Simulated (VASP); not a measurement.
# SnPb3S4 (I4/mmm) in VASP: single point with PBE

Aim: the single point of SnPb3S4 with PBE.

Everything below comes from runs of VASP 6.6.1. Logs are shortened: lines on timing, memory, paths and dates and some standing lists are left out, and cuts for length are marked.

### 1 The cell of the first run

It takes space group I4/mmm (No. 139, tetragonal). The conventional cell has a = 5.973 Å, b = 5.973 Å, c = 11.944 Å, α = 90.00°, β = 90.00°, γ = 90.00°. Sn (site symmetry 4/mmm) has 6 S at 2.94 to 2.99 Å within 3.9 Å. Within 3.9 Å of Pb (site symmetry -4m2) lie 6 S at 2.99 Å. Pb (site symmetry 4/mmm) has 6 S at 2.99 to 3.04 Å within 3.9 Å. Within 3.9 Å of S (site symmetry mmm) lie 4 Pb at 2.99 Å and 2 Sn at 2.99 Å. Within 3.9 Å of S (site symmetry 4mm) lie 1 Sn at 2.94 Å and 5 Pb at 2.99 to 3.04 Å.

### 2 Single point, PBE

Input file INCAR:

```
ALGO = Normal ; EDIFF = 1E-6
ENCUT = 520 ; GGA = PE
ISIF = 2 ; ISMEAR = 0
LASPH = True ; LCHARG = False
LREAL = False ; LWAVE = False
NBANDS = 50 ; NELM = 80
PREC = Accurate ; SIGMA = 0.1
```

Input file KPOINTS:

```
k-points
0
Gamma
  10 10 10
```

Input file POSCAR:

```
SnPb3S4
1.0
   -2.9864408000      2.9864408000      5.9720615000
    2.9864408000     -2.9864408000      5.9720615000
    2.9864408000      2.9864408000     -5.9720615000
Sn Pb S
1 3 4
Direct
    0.5000000000      0.5000000000      0.0000000000
    0.7500000000      0.2500000000      0.5000000000
    0.2500000000      0.7500000000      0.5000000000
    0.0000000000      0.0000000000      0.0000000000
    0.0000000000      0.5000000000      0.5000000000
    0.7458940000      0.7458940000      0.0000000000
    0.5000000000      0.0000000000      0.5000000000
    0.2541060000      0.2541060000      0.0000000000
```

Potentials or basis: VASP PAW PBE potentials, release 64 (Sn_d, Pb_d, S).

Launch:

```sh
$ cat potpaw_PBE.64/Sn_d/POTCAR potpaw_PBE.64/Pb_d/POTCAR potpaw_PBE.64/S/POTCAR > POTCAR
$ mpirun -np 1 vasp_std > vasp.out
```

OUTCAR:

```text
EDIFF = 1E-6
   ENCUT = 520
   GGA = PE
   ISIF = 2
   ISMEAR = 0
   LASPH = True
   LREAL = False
   NELM = 80
   PREC = Accurate

 ion  position               nearest neighbor table
   1  0.500  0.500  0.000-   6 2.94   8 2.94   7 2.99   5 2.99   7 2.99   5 2.99
   2  0.750  0.250  0.500-   5 2.99   7 2.99   6 2.99   8 2.99   8 2.99   6 2.99
   3  0.250  0.750  0.500-   5 2.99   7 2.99   6 2.99   8 2.99   8 2.99   6 2.99
   4  0.000  0.000  0.000-   5 2.99   7 2.99   5 2.99   7 2.99   6 3.04   8 3.04
   5  0.000  0.500  0.500-   2 2.99   3 2.99   1 2.99   4 2.99   4 2.99   1 2.99
   6  0.746  0.746  0.000-   1 2.94   2 2.99   3 2.99   2 2.99   3 2.99   4 3.04
   7  0.500  0.000  0.500-   2 2.99   3 2.99   1 2.99   4 2.99   1 2.99   4 2.99
   8  0.254  0.254  0.000-   1 2.94   2 2.99   3 2.99   3 2.99   2 2.99   4 3.04

  LATTYP: Found a body centered tetragonal cell.
 ALAT       =     5.9728816000
 C/A-ratio  =     1.9997253922

  Lattice vectors:

 A1 = (  -2.9864408000,   2.9864408000,   5.9720615000)
 A2 = (   2.9864408000,  -2.9864408000,   5.9720615000)
 A3 = (   2.9864408000,   2.9864408000,  -5.9720615000)

Analysis of symmetry for initial positions (statically):
=====================================================================
 Subroutine PRICEL returns:
 Original cell was already a primitive cell.

 Routine SETGRP: Setting up the symmetry group for a
 body centered tetragonal supercell.

 Subroutine GETGRP returns: Found 16 space group operations
 (whereof 16 operations were pure point group operations)
 out of a pool of 16 trial point group operations.

The static configuration has the point symmetry D_4h.

Analysis of symmetry for dynamics (positions and initial velocities):
=====================================================================
 Subroutine PRICEL returns:
 Original cell was already a primitive cell.

 Routine SETGRP: Setting up the symmetry group for a
 body centered tetragonal supercell.

 Subroutine GETGRP returns: Found 16 space group operations
 (whereof 16 operations were pure point group operations)
 out of a pool of 16 trial point group operations.

The dynamic configuration has the point symmetry D_4h.

 Subroutine INISYM returns: Found 16 space group operations
 (whereof 16 operations are pure point group operations),
 and found     1 'primitive' translations

----------------------------------------------------------------------------------------

                                     Primitive cell

  volume of cell :     213.0552

  direct lattice vectors                    reciprocal lattice vectors
    -2.986440800  2.986440800  5.972061500     0.000000000  0.167423376  0.083723183
     2.986440800 -2.986440800  5.972061500     0.167423376  0.000000000  0.083723183
     2.986440800  2.986440800 -5.972061500     0.167423376  0.167423376  0.000000000

  length of vectors
     7.314586514  7.314586514  7.314586514     0.187190166  0.187190166  0.236772409

  position of ions in fractional coordinates (direct lattice)
     0.500000000  0.500000000  0.000000000
     0.750000000  0.250000000  0.500000000
     0.250000000  0.750000000  0.500000000
     0.000000000  0.000000000  0.000000000
     0.000000000  0.500000000  0.500000000
     0.745894000  0.745894000  0.000000000
     0.500000000  0.000000000  0.500000000
     0.254106000  0.254106000  0.000000000

  ion indices of the primitive-cell ions
   primitive index   ion index
                 1           1
                 2           2
                 3           3
                 4           4
                 5           5
                 6           6
                 7           7
                 8           8

----------------------------------------------------------------------------------------

 KPOINTS: k-points

Automatic generation of k-mesh.
 Grid dimensions read from file:
 generate k-points for:   10   10   10

 Generating k-lattice:

  Cartesian coordinates                     Fractional coordinates (reciprocal lattice)
     0.000000000  0.016742338  0.008372318     0.100000000  0.000000000 -0.000000000
     0.016742338  0.000000000  0.008372318     0.000000000  0.100000000 -0.000000000
     0.016742338  0.016742338  0.000000000     0.000000000  0.000000000  0.100000000

  Length of vectors
     0.018719017  0.018719017  0.023677241

  Shift w.r.t. Gamma in fractional coordinates (k-lattice)
     0.000000000  0.000000000  0.000000000

 Subroutine IBZKPT returns following result:
 ===========================================

 Found    102 irreducible k-points:

 Following reciprocal coordinates:
            Coordinates               Weight
  0.000000  0.000000  0.000000      1.000000
  0.100000 -0.000000  0.000000      8.000000
  0.200000 -0.000000  0.000000      8.000000
  0.300000  0.000000  0.000000      8.000000
  0.400000 -0.000000  0.000000      8.000000
  0.500000 -0.000000  0.000000      4.000000
[... 16 lines left out ...]
  0.300000  0.300000  0.000000      8.000000
  0.400000  0.300000  0.000000     16.000000
 [... further k-points ...]
   k-points           NKPTS =    102   k-points in BZ     NKDIM =    102   number of bands    NBANDS=     50
   number of dos      NEDOS =    301   number of ions     NIONS =      8
   total plane-waves  NPLWV = 157464
   dimension x,y,z NGX =    54 NGY =   54 NGZ =   54
   dimension x,y,z NGXF=   108 NGYF=  108 NGZF=  108
   ions per type =               1   3   4
   NGX,Y,Z   is equivalent  to a cutoff of  12.27, 12.27, 12.27 a.u.
   NGXF,Y,Z  is equivalent  to a cutoff of  24.55, 24.55, 24.55 a.u.
 SYSTEM =  unknown system
   PREC   = accura    normal or accurate (medium, high low for compatibility)
   ISTART =      0    job   : 0-new  1-cont  2-samecut
   ICHARG =      2    charge: 1-file 2-atom 10-const
   ISPIN  =      1    spin polarized calculation?
   LNONCOLLINEAR =      F non collinear calculations
   LSORBIT =      F    spin-orbit coupling
   LASPH  =      T    aspherical Exc in radial PAW
   ENCUT  =  520.0 eV  38.22 Ry    6.18 a.u.  13.60 13.60 13.60*2*pi/ulx,y,z
   NELM   =     80;   NELMIN=  2; NELMDL= -5     # of ELM steps
   EDIFF  = 0.1E-05   stopping-criterion for ELM
   LREAL  =      F    real-space projection
   EDIFFG = 0.1E-04   stopping-criterion for IOM
   NSW    =      0    number of steps for IOM
   IBRION =     -1    ionic relax: 0-MD 1-quasi-New 2-CG
   NFREE  =      0    steps in history (QN), initial steepest desc. (CG)
   ISIF   =      2    stress and relaxation
   ISYM   =      2    0-nonsym 1-usesym 2-fastsym
   POTIM  = 0.5000    time-step for ionic-motion
   TEBEG  =    0.0;   TEEND  =   0.0 temperature during run
   PSTRESS=    0.0 pullay stress
   NELECT =      80.0000    total number of electrons
   NUPDOWN=      -1.0000    fix difference up-down
   EMIN   =  10.00;   EMAX   =-10.00  energy-range for DOS
   EFERMI =   0.00;   METHOD = LEGACY
   ISMEAR =     0;   SIGMA  =   0.10  broadening in eV -4-tet -1-fermi 0-gaus
   EFERMI_NEDOS =   21; number of points for ismear=-14 and -15
   IALGO  =     38    algorithm
   IMIX   =      4    mixing-type and parameters
     AMIX     =   0.40;   BMIX     =  1.00
     AMIX_MAG =   1.60;   BMIX_MAG =  1.00
  volume/ion in A,a.u.               =      26.63       179.72
  Fermi-wavevector in a.u.,A,eV,Ry     =   1.181066  2.231891 18.978994  1.394917
  Thomas-Fermi vector in A             =   2.317346
   LORBIT       =      0    0 simple, 1 ext, 2 COOP (PROOUT), +10 PAW based schemes
   GGA     = PE    functional components
   LHFCALC =     F    Hartree Fock is set to
   AEXX    =    0.0000 exact exchange contribution
   IVDW    =     0    specifies the selected vdW correction
   LEPSILON=     F    determine dielectric tensor
   LRPA    =     F    only Hartree local field effects (RPA)
 non-spin polarized calculation
 Gauss-broadening in eV      SIGMA  =   0.10
  energy-cutoff  :      520.00
  volume of cell :      213.06
 maximum number of plane-waves:      5783
   NGX = 27   NGY = 27   NGZ = 27

 number of electron      80.0000005 magnetization

 Free energy of the ion-electron system (eV)
  ---------------------------------------------------
  ext. energy  EPLUGINS =         0.00000000
  ---------------------------------------------------
  free energy    TOTEN  =       -35.05641740 eV

  energy without entropy =      -35.05609991  energy(sigma->0) =      -35.05625865

 E-fermi :   5.8663     XC(G=0):  -9.5423

 val. band max:        5.6597179434   @ k =   0.4000   0.4000   0.1000
 cond. band min:       5.8855001607   @ k =   0.5000   0.5000   0.0000
 fundamental gap:      0.2257822173
 Fermi energy:         5.8663471144

 k-point     1 :       0.0000    0.0000    0.0000
  band No.  band energies     occupation
      1     -15.8871      2.00000
      2     -15.8853      2.00000
      3     -15.8852      2.00000
      4     -15.8828      2.00000
      5     -15.8828      2.00000
      6     -11.3896      2.00000
[... 42 lines left out ...]
     49      10.5517      0.00000
     50      10.5562      0.00000

 k-point     2 :       0.1000   -0.0000    0.0000
  band No.  band energies     occupation
      1     -15.8869      2.00000
      2     -15.8852      2.00000
      3     -15.8852      2.00000
      4     -15.8828      2.00000
      5     -15.8828      2.00000
      6     -11.3880      2.00000
[... 42 lines left out ...]
     49      10.3394      0.00000
     50      10.5249      0.00000

 k-point     3 :       0.2000   -0.0000    0.0000
  band No.  band energies     occupation
      1     -15.8866      2.00000
      2     -15.8852      2.00000
      3     -15.8850      2.00000
      4     -15.8828      2.00000
      5     -15.8827      2.00000
      6     -11.3832      2.00000
[... 1102 lines left out ...]
     49       9.2747      0.00000
     50       9.4862      0.00000

 k-point    24 :       0.4000    0.3000    0.0000
  band No.  band energies     occupation
      1     -15.8853      2.00000
      2     -15.8847      2.00000
      3     -15.8842      2.00000
      4     -15.8828      2.00000
      5     -15.8828      2.00000
      6     -11.3515      2.00000
[... 42 lines left out ...]
     49       8.8684      0.00000
     50       9.0579      0.00000

 [... further k-points ...]
[... 5 lines left out ...]
  --------------------------------------------------------------------------------------
  -------------------------------------------------------------------------------------
  Total       -0.0931230     -0.0931230     -0.1163694      0.0000000      0.0000000      0.0000000
  in kB       -0.7002860     -0.7002860     -0.8750995      0.0000000      0.0000000      0.0000000
  external PRESSURE =      -0.7585572 kB  Pullay stress =       0.0000000 kB

 VOLUME and BASIS-vectors are now :
 -----------------------------------------------------------------------------
  energy-cutoff  :      520.00
  volume of cell :      213.06
      direct lattice vectors                 reciprocal lattice vectors
    -2.986440800  2.986440800  5.972061500     0.000000000  0.167423376  0.083723183
     2.986440800 -2.986440800  5.972061500     0.167423376  0.000000000  0.083723183
     2.986440800  2.986440800 -5.972061500     0.167423376  0.167423376  0.000000000

 POSITION                                       TOTAL-FORCE (eV/Angst)
 -----------------------------------------------------------------------------------
      0.00000      0.00000      5.97206        -0.000000     -0.000000      0.000000
      0.00000      2.98644      2.98603        -0.000000     -0.000000      0.000000
      2.98644      0.00000      2.98603        -0.000000     -0.000000      0.000000
      0.00000      0.00000      0.00000        -0.000000     -0.000000      0.000000
      2.98644      0.00000      0.00000        -0.000000     -0.000000      0.000000
      0.00000      0.00000      8.90905         0.000000      0.000000      0.001677
      0.00000      2.98644      0.00000        -0.000000     -0.000000      0.000000
      0.00000      0.00000      3.03507         0.000000      0.000000     -0.001677
 -----------------------------------------------------------------------------------
    total drift:                                0.000000      0.000000      0.000000

  FREE ENERGIE OF THE ION-ELECTRON SYSTEM (eV)
  ---------------------------------------------------
  free  energy   TOTEN  =       -35.0564173993 eV

  energy  without entropy=      -35.0560999070  energy(sigma->0) =      -35.05625865
```

Wall time 12 min (1 thread of Intel Xeon 6975P-C (Granite Rapids), shared host); peak memory 1 GiB.

What came out:

```
Free energy            : -35.0564 eV
Pressure               : -0.1 GPa
Band gap on the k mesh : 0.02 eV
```

Caveat: the smearing spreads over this small gap; spin-orbit coupling is left out, which moves the levels of the heavy elements.

The gap in the log of VASP goes by the Fermi energy; the results here count the filled bands.